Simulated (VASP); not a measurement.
# KI (rocksalt type) (Fm-3m) in VASP: a series of runs

KI (rocksalt type) is run at these levels: PBE; tasks: single point, relaxation of cell and atoms.

All numbers are computed with VASP 6.6.1; they aren't measurements. Logs are shortened: lines on timing, memory, paths and dates and some standing lists are left out, and cuts for length are marked.

### Step 1. The cell of the first run

Symmetry: Fm-3m, No. 225, cubic system. The conventional cell has a = 7.180 Å, b = 7.180 Å, c = 7.180 Å, α = 90.00°, β = 90.00°, γ = 90.00°. K (site symmetry m-3m) has 6 I at 3.59 Å within 4.7 Å. I (site symmetry m-3m) has 6 K at 3.59 Å within 4.7 Å.

### Step 2. Single point, PBE

INCAR

```
PREC = Accurate
ENCUT = 520
EDIFF = 1E-7
ISMEAR = -1
SIGMA = 0.03
LREAL = F
LASPH = T
NELM = 100
ALGO = Normal
ISIF = 2
LWAVE = F
LCHARG = F
GGA = PE
NBANDS = 15
```

KPOINTS

```
Automatic mesh
0
Gamma
  10 10 10
```

POSCAR

```
KI
1.0
    0.0000000000      3.5900284935      3.5900284935
    3.5900284935      0.0000000000      3.5900284935
    3.5900284935      3.5900284935      0.0000000000
K I
1 1
Direct
    0.0000000000      0.0000000000      0.0000000000
    0.5000000000      0.5000000000      0.5000000000
```

Potentials or basis: VASP PAW PBE potentials, release 64 (K_sv, I).

The run is started by

```bash
cat potpaw_PBE.64/K_sv/POTCAR potpaw_PBE.64/I/POTCAR > POTCAR
mpirun -np 1 vasp_std > vasp.out
```

OUTCAR:

```text
PREC = Accurate
   ENCUT = 520
   EDIFF = 1E-7
   ISMEAR = -1
   LREAL = F
   LASPH = T
   NELM = 100
   ISIF = 2
   GGA = PE

 ion  position               nearest neighbor table
   1  0.000  0.000  0.000-   2 3.59   2 3.59   2 3.59   2 3.59   2 3.59   2 3.59
   2  0.500  0.500  0.500-   1 3.59   1 3.59   1 3.59   1 3.59   1 3.59   1 3.59

  LATTYP: Found a face centered cubic cell.
 ALAT       =     7.1800569870

  Lattice vectors:

 A1 = (   0.0000000000,   3.5900284935,   3.5900284935)
 A2 = (   3.5900284935,   0.0000000000,   3.5900284935)
 A3 = (   3.5900284935,   3.5900284935,   0.0000000000)

Analysis of symmetry for initial positions (statically):
=====================================================================
 Subroutine PRICEL returns:
 Original cell was already a primitive cell.

 Routine SETGRP: Setting up the symmetry group for a
 face centered cubic supercell.

 Subroutine GETGRP returns: Found 48 space group operations
 (whereof 48 operations were pure point group operations)
 out of a pool of 48 trial point group operations.

The static configuration has the point symmetry O_h .

Analysis of symmetry for dynamics (positions and initial velocities):
=====================================================================
 Subroutine PRICEL returns:
 Original cell was already a primitive cell.

 Routine SETGRP: Setting up the symmetry group for a
 face centered cubic supercell.

 Subroutine GETGRP returns: Found 48 space group operations
 (whereof 48 operations were pure point group operations)
 out of a pool of 48 trial point group operations.

The dynamic configuration has the point symmetry O_h .

 Subroutine INISYM returns: Found 48 space group operations
 (whereof 48 operations are pure point group operations),
 and found     1 'primitive' translations

----------------------------------------------------------------------------------------

                                     Primitive cell

  volume of cell :      92.5388

  direct lattice vectors                    reciprocal lattice vectors
     0.000000000  3.590028494  3.590028494    -0.139274661  0.139274661  0.139274661
     3.590028494  0.000000000  3.590028494     0.139274661 -0.139274661  0.139274661
     3.590028494  3.590028494  0.000000000     0.139274661  0.139274661 -0.139274661

  length of vectors
     5.077066985  5.077066985  5.077066985     0.241230788  0.241230788  0.241230788

  position of ions in fractional coordinates (direct lattice)
     0.000000000  0.000000000  0.000000000
     0.500000000  0.500000000  0.500000000

  ion indices of the primitive-cell ions
   primitive index   ion index
                 1           1
                 2           2

----------------------------------------------------------------------------------------

 KPOINTS: Automatic mesh

Automatic generation of k-mesh.
 Grid dimensions read from file:
 generate k-points for:   10   10   10

 Generating k-lattice:

  Cartesian coordinates                     Fractional coordinates (reciprocal lattice)
    -0.013927466  0.013927466  0.013927466     0.100000000  0.000000000  0.000000000
     0.013927466 -0.013927466  0.013927466     0.000000000  0.100000000  0.000000000
     0.013927466  0.013927466 -0.013927466     0.000000000  0.000000000  0.100000000

  Length of vectors
     0.024123079  0.024123079  0.024123079

  Shift w.r.t. Gamma in fractional coordinates (k-lattice)
     0.000000000  0.000000000  0.000000000

 Subroutine IBZKPT returns following result:
 ===========================================

 Found     47 irreducible k-points:

 Following reciprocal coordinates:
            Coordinates               Weight
  0.000000  0.000000  0.000000      1.000000
  0.100000  0.000000  0.000000      8.000000
  0.200000  0.000000  0.000000      8.000000
  0.300000  0.000000  0.000000      8.000000
  0.400000  0.000000  0.000000      8.000000
  0.500000  0.000000  0.000000      4.000000
[... 16 lines left out ...]
  0.300000  0.300000  0.000000      6.000000
  0.400000  0.300000  0.000000     24.000000
 [... further k-points ...]
   k-points           NKPTS =     47   k-points in BZ     NKDIM =     47   number of bands    NBANDS=     15
   number of dos      NEDOS =    301   number of ions     NIONS =      2
   total plane-waves  NPLWV =  64000
   dimension x,y,z NGX =    40 NGY =   40 NGZ =   40
   dimension x,y,z NGXF=    80 NGYF=   80 NGZF=   80
   ions per type =               1   1
   NGX,Y,Z   is equivalent  to a cutoff of  13.10, 13.10, 13.10 a.u.
   NGXF,Y,Z  is equivalent  to a cutoff of  26.20, 26.20, 26.20 a.u.
 SYSTEM =  unknown system
   PREC   = accura    normal or accurate (medium, high low for compatibility)
   ISTART =      0    job   : 0-new  1-cont  2-samecut
   ICHARG =      2    charge: 1-file 2-atom 10-const
   ISPIN  =      1    spin polarized calculation?
   LNONCOLLINEAR =      F non collinear calculations
   LSORBIT =      F    spin-orbit coupling
   LASPH  =      T    aspherical Exc in radial PAW
   ENCUT  =  520.0 eV  38.22 Ry    6.18 a.u.   9.44  9.44  9.44*2*pi/ulx,y,z
   NELM   =    100;   NELMIN=  2; NELMDL= -5     # of ELM steps
   EDIFF  = 0.1E-06   stopping-criterion for ELM
   LREAL  =      F    real-space projection
   EDIFFG = 0.1E-05   stopping-criterion for IOM
   NSW    =      0    number of steps for IOM
   IBRION =     -1    ionic relax: 0-MD 1-quasi-New 2-CG
   NFREE  =      0    steps in history (QN), initial steepest desc. (CG)
   ISIF   =      2    stress and relaxation
   ISYM   =      2    0-nonsym 1-usesym 2-fastsym
   POTIM  = 0.5000    time-step for ionic-motion
   TEBEG  =    0.0;   TEEND  =   0.0 temperature during run
   PSTRESS=    0.0 pullay stress
   NELECT =      16.0000    total number of electrons
   NUPDOWN=      -1.0000    fix difference up-down
   EMIN   =  10.00;   EMAX   =-10.00  energy-range for DOS
   EFERMI =   0.00;   METHOD = LEGACY
   ISMEAR =    -1;   SIGMA  =   0.03  broadening in eV -4-tet -1-fermi 0-gaus
   EFERMI_NEDOS =   21; number of points for ismear=-14 and -15
   IALGO  =     38    algorithm
   IMIX   =      4    mixing-type and parameters
     AMIX     =   0.40;   BMIX     =  1.00
     AMIX_MAG =   1.60;   BMIX_MAG =  1.00
  volume/ion in A,a.u.               =      46.27       312.24
  Fermi-wavevector in a.u.,A,eV,Ry     =   0.912025  1.723478 11.317194  0.831790
  Thomas-Fermi vector in A             =   2.036373
   LORBIT       =      0    0 simple, 1 ext, 2 COOP (PROOUT), +10 PAW based schemes
   GGA     = PE    functional components
   LHFCALC =     F    Hartree Fock is set to
   AEXX    =    0.0000 exact exchange contribution
   IVDW    =     0    specifies the selected vdW correction
   LEPSILON=     F    determine dielectric tensor
   LRPA    =     F    only Hartree local field effects (RPA)
 non-spin polarized calculation
  energy-cutoff  :      520.00
  volume of cell :       92.54
 maximum number of plane-waves:      2520
 NGX is ok and might be reduce to    40
   NGX = 19   NGY = 19   NGZ = 19

 number of electron      16.0000001 magnetization

 Free energy of the ion-electron system (eV)
  ---------------------------------------------------
  ext. energy  EPLUGINS =         0.00000000
  ---------------------------------------------------
  free energy    TOTEN  =        -5.56513497 eV

  energy without entropy =       -5.56513497  energy(sigma->0) =       -5.56513497

 E-fermi :  -0.0084     XC(G=0):  -6.9906

 val. band max:       -0.6569937829   @ k =   0.0000   0.0000   0.0000
 cond. band min:       3.1970980720   @ k =   0.0000   0.0000   0.0000
 fundamental gap:      3.8540918549
 Fermi energy:        -0.0084483068

 k-point     1 :       0.0000    0.0000    0.0000
  band No.  band energies     occupation
      1     -29.2474      2.00000
      2     -12.7291      2.00000
      3     -12.7291      2.00000
      4     -12.7291      2.00000
      5     -11.0901      2.00000
      6      -0.6570      2.00000
      7      -0.6570      2.00000
      8      -0.6570      2.00000
      9       3.1971      0.00000
     10       5.8546      0.00000
     11       5.8546      0.00000
     12       5.8546      0.00000
     13       6.5401      0.00000
     14       6.5401      0.00000
     15       9.0733      0.00000

 k-point     2 :       0.1000    0.0000    0.0000
  band No.  band energies     occupation
      1     -29.2473      2.00000
      2     -12.7407      2.00000
      3     -12.7294      2.00000
      4     -12.7294      2.00000
      5     -11.0683      2.00000
      6      -0.8140      2.00000
      7      -0.6879      2.00000
      8      -0.6879      2.00000
      9       3.4383      0.00000
     10       5.7968      0.00000
     11       5.9588      0.00000
     12       5.9588      0.00000
     13       6.6451      0.00000
     14       6.6451      0.00000
     15       9.4053      0.00000

 k-point     3 :       0.2000    0.0000    0.0000
  band No.  band energies     occupation
      1     -29.2469      2.00000
      2     -12.7697      2.00000
      3     -12.7299      2.00000
      4     -12.7299      2.00000
      5     -11.0121      2.00000
      6      -1.1658      2.00000
      7      -0.7660      2.00000
      8      -0.7660      2.00000
      9       3.9936      0.00000
     10       5.7759      0.00000
     11       6.2431      0.00000
     12       6.2431      0.00000
     13       6.9579      0.00000
     14       6.9579      0.00000
     15       9.8649      0.00000
[... 343 lines left out ...]
 k-point    23 :       0.3000    0.3000    0.0000
  band No.  band energies     occupation
      1     -29.2461      2.00000
      2     -12.7745      2.00000
      3     -12.7388      2.00000
      4     -12.7388      2.00000
      5     -10.9687      2.00000
      6      -1.4778      2.00000
      7      -0.8959      2.00000
      8      -0.8959      2.00000
      9       4.7217      0.00000
     10       4.7683      0.00000
     11       7.0430      0.00000
     12       7.2648      0.00000
     13       7.6727      0.00000
     14       7.6727      0.00000
     15       9.1344      0.00000

 k-point    24 :       0.4000    0.3000    0.0000
  band No.  band energies     occupation
      1     -29.2458      2.00000
      2     -12.7782      2.00000
      3     -12.7416      2.00000
      4     -12.7401      2.00000
      5     -10.9532      2.00000
      6      -1.5467      2.00000
      7      -0.9893      2.00000
      8      -0.9441      2.00000
      9       4.6725      0.00000
     10       5.0945      0.00000
     11       7.0595      0.00000
     12       7.2203      0.00000
     13       8.1458      0.00000
     14       8.2180      0.00000
     15       8.9646      0.00000

 [... further k-points ...]

------------------------ aborting loop because EDIFF is reached ----------------------------------------

  FORCE on cell =-STRESS in cart. coord.  units (eV):
  Direction    XX          YY          ZZ          XY          YZ          ZX
  --------------------------------------------------------------------------------------
  -------------------------------------------------------------------------------------
  Total        0.0164336      0.0164336      0.0164336      0.0000000      0.0000000      0.0000000
  in kB        0.2845242      0.2845242      0.2845242      0.0000000      0.0000000      0.0000000
  external PRESSURE =       0.2845242 kB  Pullay stress =       0.0000000 kB

 VOLUME and BASIS-vectors are now :
 -----------------------------------------------------------------------------
  energy-cutoff  :      520.00
  volume of cell :       92.54
      direct lattice vectors                 reciprocal lattice vectors
     0.000000000  3.590028494  3.590028494    -0.139274661  0.139274661  0.139274661
     3.590028494  0.000000000  3.590028494     0.139274661 -0.139274661  0.139274661
     3.590028494  3.590028494  0.000000000     0.139274661  0.139274661 -0.139274661

 POSITION                                       TOTAL-FORCE (eV/Angst)
 -----------------------------------------------------------------------------------
      0.00000      0.00000      0.00000         0.000000      0.000000     -0.000000
      3.59003      3.59003      3.59003        -0.000000     -0.000000      0.000000
 -----------------------------------------------------------------------------------
    total drift:                                0.000000     -0.000000     -0.000000

  FREE ENERGIE OF THE ION-ELECTRON SYSTEM (eV)
  ---------------------------------------------------
  free  energy   TOTEN  =        -5.5651349695 eV

  energy  without entropy=       -5.5651349695  energy(sigma->0) =       -5.56513497
```

Run time: 91 s. Hardware: 1 thread of Intel Xeon 8259CL, shared host; peak memory 0.27 GiB.

Results:

```
Free energy            : -5.5651 eV
Pressure               : 0.0 GPa
Band gap on the k mesh : 3.85 eV
```

Levels at points of the mesh, in eV from the valence-band top:
```tsv
k point	band 4	band 5	band 6	band 7	band 8	band 9	band 10	band 11	band 12	band 13
(0.00, 0.00, 0.00)	-12.07	-10.43	0.00	0.00	0.00	3.85	6.51	6.51	6.51	7.20
(0.50, 0.00, 0.00)	-12.07	-10.21	-1.21	-0.30	-0.30	5.47	7.56	8.04	8.04	8.62
(0.50, 0.50, 0.00)	-12.09	-10.31	-0.92	-0.34	-0.34	5.01	5.65	8.04	8.56	8.57
```

Caveat: spin-orbit coupling is left out, which moves the levels of the heavy elements. A k mesh can miss the band edges.

### Step 3. Relaxation of cell and atoms, PBE

This run uses another cell than the first one, of 30.65 Å³/atom.

INCAR

```
PREC = Accurate
ENCUT = 600
EDIFF = 1E-7
ISMEAR = -1
SIGMA = 0.03
LREAL = False
LASPH = True
NELM = 100
ALGO = Normal
ISIF = 3
LWAVE = False
LCHARG = False
GGA = PE
IBRION = 2
NSW = 100
EDIFFG = -0.005
```

KPOINTS

```
regular mesh
0
Gamma
  10 10 10
```

POSCAR

```
KI
1.0
    0.0000000000      3.1295391354      3.1295391354
    3.1295391354      0.0000000000      3.1295391354
    3.1295391354      3.1295391354      0.0000000000
K I
1 1
Direct
    0.0000000000      0.0000000000      0.0000000000
    0.5000000000      0.5000000000      0.5000000000
```

Potentials or basis: VASP PAW PBE potentials, release 64 (K_sv, I).

The run is started by

```bash
cat potpaw_PBE.64/K_sv/POTCAR potpaw_PBE.64/I/POTCAR > POTCAR
mpirun -np 1 vasp_std > vasp.out
```

It took 10 min on 1 thread of Intel Xeon 8259CL, shared host; peak memory 0.24 GiB.

The run converged. Its results:

```yaml
Free_energy: -5.5627 eV
Relaxed_volume: 46.38 Å³/atom
Relaxed_cell: a = 5.081 Å, b = 5.081 Å, c = 5.081 Å, α = 60.00°, β = 60.00°, γ = 60.00°
Space_group_after_relaxing_to_0.1_Å: Fm-3m (No. 225)
Energy_gained_by_relaxing: 394.0 meV/atom
Ionic_steps: 23
Pressure_after_relaxing: 0.0 GPa
Band_gap_on_the_k_mesh: 3.85 eV
```

The path:
```tsv
step	energy change (eV)	largest force (eV/Å)	pressure (GPa)	volume (Å³)
1	0.0000	0.0000	11.96	61.30
2	-0.7537	0.0000	1.36	83.93
3	-0.7811	0.0000	0.55	88.62
4	-0.7777	0.0000	-0.54	98.52
5	-0.7879	0.0000	-0.05	93.25
6	-0.7879	0.0000	0.03	92.52
7	-0.7879	0.0000	0.04	92.52
8	-0.7879	0.0000	0.04	92.52
9	-0.7879	0.0000	0.04	92.52
10	-0.7879	0.0000	0.04	92.52
11	-0.7879	0.0000	0.04	92.52
12	-0.7879	0.0000	0.04	92.52
13	-0.7879	0.0000	0.04	92.52
14	-0.7879	0.0000	0.04	92.52
15	-0.7879	0.0000	0.04	92.52
16	-0.7879	0.0000	0.04	92.52
17	-0.7879	0.0000	0.04	92.52
18	-0.7879	0.0000	0.04	92.53
19	-0.7879	0.0000	0.03	92.54
20	-0.7879	0.0000	0.03	92.55
21	-0.7879	0.0000	0.03	92.58
22	-0.7879	0.0000	0.02	92.64
23	-0.7880	0.0000	0.01	92.75
```

Final structure:
```
K I
1.0
     0.00000    3.59281    3.59281
     3.59281    0.00000    3.59281
     3.59281    3.59281    0.00000
K I
1 1
Direct
  0.00000 0.00000 0.00000
  0.50000 0.50000 0.50000
```

Levels at points of the mesh, in eV from the valence-band top:
| k point | band 4 | band 5 | band 6 | band 7 | band 8 | band 9 | band 10 | band 11 | band 12 |
| --- | --- | --- | --- | --- | --- | --- | --- | --- | --- |
| (0.00, 0.00, 0.00) | -12.08 | -10.43 | 0.00 | 0.00 | 0.00 | 3.85 | 6.51 | 6.51 | 6.51 |
| (0.50, 0.00, 0.00) | -12.08 | -10.21 | -1.21 | -0.30 | -0.30 | 5.47 | 7.55 | 8.04 | 8.04 |
| (0.50, 0.50, 0.00) | -12.09 | -10.31 | -0.92 | -0.34 | -0.34 | 5.01 | 5.65 | 8.04 | 8.55 |

Caveat: the volume moved by over 15 % at a fixed basis, so the end points are rough; spin-orbit coupling is left out, which moves the levels of the heavy elements.
